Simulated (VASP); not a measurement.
# LiH (Fm-3m) in VASP: a series of runs, part 2 of 2

VASP 6.6.1. Earlier steps stand in the parts before.

## Step 3: Single point, r2SCAN+rVV10

This run uses another cell than the first one, of 7.98 Å³/atom, 0.947 times its volume.

POSCAR reads:

```
LiH
1.0
    0.0000000000      1.9985719095      1.9985719095
    1.9985719095      0.0000000000      1.9985719095
    1.9985719095      1.9985719095      0.0000000000
Li H
1 1
Direct
    0.0000000000      0.0000000000      0.0000000000
    0.5000000000      0.5000000000      0.5000000000
```

INCAR.step1 reads:

```
SYSTEM = LiH
PREC     = Accurate       ! precision mode
ENCUT    = 520            ! plane-wave cutoff, eV
ISMEAR   = 0              ! smearing method
SIGMA    = 0.01           ! smearing width, eV
LREAL    = .False.        ! projectors in reciprocal space
LASPH    = .True.         ! aspherical terms in the spheres
NELM     = 80             ! most SCF steps
NBANDS   = 9              ! bands
GGA      = PE             ! functional
ALGO     = Normal         ! electronic algorithm
EDIFF    = 1E-4           ! SCF threshold, eV
LWAVE    = .True.         ! write WAVECAR
LCHARG   = .False.        ! write CHGCAR
```

INCAR.step2 reads:

```
SYSTEM = LiH
PREC     = Accurate       ! precision mode
ENCUT    = 520            ! plane-wave cutoff, eV
EDIFF    = 1E-6           ! SCF threshold, eV
ISMEAR   = 0              ! smearing method
SIGMA    = 0.01           ! smearing width, eV
LREAL    = .False.        ! projectors in reciprocal space
LASPH    = .True.         ! aspherical terms in the spheres
NELM     = 80             ! most SCF steps
ALGO     = Normal         ! electronic algorithm
ISIF     = 2              ! what is computed and relaxed
LWAVE    = .False.        ! write WAVECAR
LCHARG   = .False.        ! write CHGCAR
METAGGA  = R2SCAN         ! meta-GGA
LMIXTAU  = .True.       
LUSE_VDW = .True.       
IVDW_NL  = 2            
BPARAM   = 11.95        
CPARAM   = 0.0093       
NBANDS   = 9              ! bands
ISTART   = 1
```

KPOINTS reads:

```
Automatic mesh
0
Gamma
  7 7 7
  0 0 0
```

Potentials or basis: VASP PAW PBE potentials, release 64 (Li_sv, H).

On the command line:

```
$ cat potpaw_PBE.64/Li_sv/POTCAR potpaw_PBE.64/H/POTCAR > POTCAR
$ cp INCAR.step1 INCAR
$ mpirun -np 1 vasp_std > vasp.out
$ cp INCAR.step2 INCAR
$ mpirun -np 1 vasp_std > vasp.out
```

It took 65 s on 1 thread of Intel Xeon 8259CL, shared host; peak memory 0.2 GiB.

It converged, with:

- Free energy: -6.7110 eV
- Band gap on the k mesh: 4.06 eV, direct

Levels at points of the mesh, in eV from the valence-band top:
```tsv
k point	band 1	band 2	band 3	band 4	band 5	band 6
(0.00, 0.00, 0.00)	-45.56	-5.37	17.87	19.60	19.60	19.61
```

Caveat: the cutoff is under 1.25 times the usual one of these potentials, so pressure, stress and relaxed cells hold a basis-set (Pulay) error; the PAW data sets were made with another functional, which shifts forces and pressure a little.

## Step 4: Single point, r2SCAN+D4

This run uses another cell than the first one, of 7.91 Å³/atom, 0.939 times its volume.

POSCAR reads:

```
LiH
1.0
    0.0000000000      1.9924649396      1.9924649396
    1.9924649396      0.0000000000      1.9924649396
    1.9924649396      1.9924649396      0.0000000000
Li H
1 1
Direct
    0.0000000000      0.0000000000      0.0000000000
    0.5000000000      0.5000000000      0.5000000000
```

INCAR.step1 reads:

```
PREC     = Accurate       # precision mode
ENCUT    = 520            # plane-wave cutoff, eV
ISMEAR   = 0              # smearing method
SIGMA    = 0.01           # smearing width, eV
LREAL    = F              # projectors in reciprocal space
LASPH    = T              # aspherical terms in the spheres
NELM     = 100            # most SCF steps
NBANDS   = 9              # bands
GGA      = PE             # functional
ALGO     = Normal         # electronic algorithm
EDIFF    = 1E-4           # SCF threshold, eV
LWAVE    = T              # write WAVECAR
LCHARG   = F              # write CHGCAR
```

INCAR.step2 reads:

```
PREC     = Accurate       # precision mode
ENCUT    = 520            # plane-wave cutoff, eV
EDIFF    = 1E-6           # SCF threshold, eV
ISMEAR   = 0              # smearing method
SIGMA    = 0.01           # smearing width, eV
LREAL    = F              # projectors in reciprocal space
LASPH    = T              # aspherical terms in the spheres
NELM     = 100            # most SCF steps
ALGO     = Normal         # electronic algorithm
ISIF     = 2              # what is computed and relaxed
LWAVE    = F              # write WAVECAR
LCHARG   = F              # write CHGCAR
METAGGA  = R2SCAN         # meta-GGA
LMIXTAU  = T            
IVDW     = 13             # dispersion correction
NBANDS   = 9              # bands
VDW_S6   = 1.0          
VDW_S8   = 0.6018749    
VDW_A1   = 0.51559235   
VDW_A2   = 5.77342911   
ISTART   = 1
```

KPOINTS reads:

```
regular mesh
0
Gamma
  7 7 7
```

On the command line:

```
$ cat potpaw_PBE.64/Li_sv/POTCAR potpaw_PBE.64/H/POTCAR > POTCAR
$ cp INCAR.step1 INCAR
$ mpirun -np 1 vasp_std > vasp.out
$ cp INCAR.step2 INCAR
$ mpirun -np 1 vasp_std > vasp.out
```

Run time: 30 s. Hardware: 1 thread of Intel Xeon 8259CL, shared host; peak memory 0.13 GiB.

The run converged. Its results:

| Quantity | Value |
| --- | --- |
| Free energy | -6.8803 eV |
| Band gap on the k mesh | 4.10 eV, direct |
| Dispersion energy per atom | -0.032 eV |

Levels at points of the mesh, in eV from the valence-band top:
```
           k point  band 1  band 2  band 3  band 4  band 5  band 6  band 7
(0.00, 0.00, 0.00)  -45.58   -5.38   18.01   19.72   19.72   19.72   24.18
```

Caveat: the cutoff is under 1.25 times the usual one of these potentials, so pressure, stress and relaxed cells hold a basis-set (Pulay) error; the PAW data sets were made with another functional, which shifts forces and pressure a little.

## Step 5: Relaxation of cell and atoms, RPBE

This run uses another cell than the first one, of 8.45 Å³/atom, 1.003 times its volume.

INCAR reads:

```
SYSTEM = LiH
PREC = Accurate
ENCUT = 600
EDIFF = 1E-6
ISMEAR = 0
SIGMA = 0.01
LREAL = .FALSE.
LASPH = .TRUE.
NELM = 80
ALGO = Normal
ISIF = 3
LWAVE = .FALSE.
LCHARG = .FALSE.
GGA = RP
IBRION = 2
NSW = 60
EDIFFG = -0.005
```

KPOINTS reads:

```
Automatic mesh
0
G
  7 7 7
  0 0 0
```

POSCAR reads:

```
LiH
1.0
    0.0000000000      2.0367500000      2.0367500000
    2.0367500000      0.0000000000      2.0367500000
    2.0367500000      2.0367500000      0.0000000000
Li H
1 1
Direct
    0.0000000000      0.0000000000      0.0000000000
    0.5000000000      0.5000000000      0.5000000000
```

On the command line:

```
$ cat potpaw_PBE.64/Li_sv/POTCAR potpaw_PBE.64/H/POTCAR > POTCAR
$ mpirun -np 1 vasp_std > vasp.out
```

Wall time 11 s (1 thread of Intel Xeon 8259CL, shared host); peak memory 0.13 GiB.

It converged, with:

```yaml
Free_energy: -6.0205 eV
Relaxed_volume: 8.32 Å³/atom
Relaxed_cell: a = 2.866 Å, b = 2.866 Å, c = 2.866 Å, α = 60.00°, β = 60.00°, γ = 60.00°
Space_group_after_relaxing_to_0.05_Å: Fm-3m (No. 225)
Energy_gained_by_relaxing: 0.2 meV/atom
Ionic_steps: 3
Pressure_after_relaxing: 0.0 GPa
Band_gap_on_the_k_mesh: 3.64 eV, direct
```

Step by step:
```csv
step,energy change (eV),largest force (eV/Å),pressure (GPa),volume (Å³)
1,0.0000,0.0000,-0.51,16.90
2,-0.0002,0.0000,-0.38,16.83
3,-0.0004,0.0000,0.00,16.64
```

Final structure:
```cif
data_structure
_symmetry_space_group_name_H-M 'P 1'
_symmetry_Int_Tables_number 1
_cell_length_a 2.8656
_cell_length_b 2.8656
_cell_length_c 2.8656
_cell_angle_alpha 60.000
_cell_angle_beta 60.000
_cell_angle_gamma 60.000
_cell_volume 16.64
loop_
_atom_site_label
_atom_site_type_symbol
_atom_site_fract_x
_atom_site_fract_y
_atom_site_fract_z
_atom_site_occupancy
Li1 Li 0.00000 0.00000 0.00000 1
H1 H 0.50000 0.50000 0.50000 1
```

Levels at points of the mesh, in eV from the valence-band top:
```
           k point  band 1  band 2  band 3  band 4  band 5  band 6
(0.00, 0.00, 0.00)  -44.38   -5.13   15.83   18.00   18.00   18.00
```

Caveat: the cutoff is under 1.25 times the usual one of these potentials, so pressure, stress and relaxed cells hold a basis-set (Pulay) error; the PAW data sets were made with another functional, which shifts forces and pressure a little.

## Step 6: Relaxation of cell and atoms, r2SCAN+rVV10

This run uses another cell than the first one, of 8.45 Å³/atom, 1.003 times its volume.

POSCAR is that of step 5.

INCAR.step1 reads:

```
SYSTEM = LiH
PREC = Accurate
ENCUT = 600
ISMEAR = 0
SIGMA = 0.01
LREAL = .FALSE.
LASPH = .TRUE.
NELM = 80
GGA = PE
ALGO = Normal
EDIFF = 1E-4
LWAVE = .TRUE.
LCHARG = .FALSE.
```

INCAR.step2 reads:

```
SYSTEM = LiH
PREC = Accurate
ENCUT = 600
EDIFF = 1E-6
ISMEAR = 0
SIGMA = 0.01
LREAL = .FALSE.
LASPH = .TRUE.
NELM = 80
ALGO = Normal
ISIF = 3
LWAVE = .FALSE.
LCHARG = .FALSE.
METAGGA = R2SCAN
LMIXTAU = .TRUE.
LUSE_VDW = .TRUE.
IVDW_NL = 2
BPARAM = 11.95
CPARAM = 0.0093
IBRION = 2
NSW = 60
EDIFFG = -0.005
ISTART = 1
```

KPOINTS is that of step 5.

Potentials or basis: VASP PAW PBE potentials, release 64 (Li_sv, H).

On the command line:

```
$ cat potpaw_PBE.64/Li_sv/POTCAR potpaw_PBE.64/H/POTCAR > POTCAR
$ cp INCAR.step1 INCAR
$ mpirun -np 1 vasp_std > vasp.out
$ cp INCAR.step2 INCAR
$ mpirun -np 1 vasp_std > vasp.out
```

Run time: 4.1 min. Hardware: 1 thread of Intel Xeon 8259CL, shared host; peak memory 0.21 GiB.

The run converged. Its results:

```
Free energy                            : -6.7152 eV
Relaxed volume                         : 7.92 Å³/atom
Relaxed cell                           : a = 2.819 Å, b = 2.819 Å, c = 2.819 Å, α = 60.00°, β = 60.00°, γ = 60.00°
Space group after relaxing (to 0.05 Å) : Fm-3m (No. 225)
Energy gained by relaxing              : 3.7 meV/atom
Ionic steps                            : 5
Pressure after relaxing                : -0.1 GPa
Band gap on the k mesh                 : 4.06 eV, direct
```

Step by step:
```csv
step,energy change (eV),largest force (eV/Å),pressure (GPa),volume (Å³)
1,0.0000,0.0000,-2.16,16.90
2,-0.0032,0.0000,-1.52,16.62
3,-0.0070,0.0000,-0.63,16.07
4,-0.0015,0.0000,2.40,15.01
5,-0.0075,0.0000,-0.06,15.83
```

Final structure:
```
CELL_PARAMETERS angstrom
0.00000 1.99306 1.99306
1.99306 0.00000 1.99306
1.99306 1.99306 0.00000
ATOMIC_POSITIONS crystal
Li 0.00000 0.00000 0.00000
H 0.50000 0.50000 0.50000
```

Levels at points of the mesh, in eV from the valence-band top:
```
           k point  band 1  band 2  band 3  band 4  band 5
(0.00, 0.00, 0.00)  -45.54   -5.39   17.97   19.69   19.69
```

Caveat: the cutoff is under 1.25 times the usual one of these potentials, so pressure, stress and relaxed cells hold a basis-set (Pulay) error; the PAW data sets were made with another functional, which shifts forces and pressure a little.

## Step 7: Overview

| task | level | cell | cutoff (eV) | gap on the mesh (eV) | pressure (GPa) | relaxed volume (Å³/atom) |
| --- | --- | --- | --- | --- | --- | --- |
| single point | RPBE | a = 2.878 Å, angles 60.0°, 2 atoms | 520 | 3.64 | - | - |
| single point | r2SCAN+rVV10 | a = 2.826 Å, angles 60.0°, 2 atoms | 520 | 4.06 | - | - |
| single point | r2SCAN+D4 | a = 2.818 Å, angles 60.0°, 2 atoms | 520 | 4.10 | - | - |
| relaxation of cell and atoms | RPBE | relaxed from a = 2.880 Å, angles 60.0°, 2 atoms | 600 | 3.64 | 0.0 | 8.32 |
| relaxation of cell and atoms | r2SCAN+rVV10 | relaxed from a = 2.880 Å, angles 60.0°, 2 atoms | 600 | 4.06 | -0.1 | 7.92 |

Alike in all rows: potentials or basis VASP PAW PBE potentials, release 64 (Li_sv, H); no spin polarisation; k mesh 7 × 7 × 7; smearing gaussian 0.01 eV.

Caveats: the cutoff is under 1.25 times the usual one of these potentials, so pressure, stress and relaxed cells hold a basis-set (Pulay) error; the PAW data sets were made with another functional, which shifts forces and pressure a little.

Absolute energies hang on the potentials; compare differences alone.
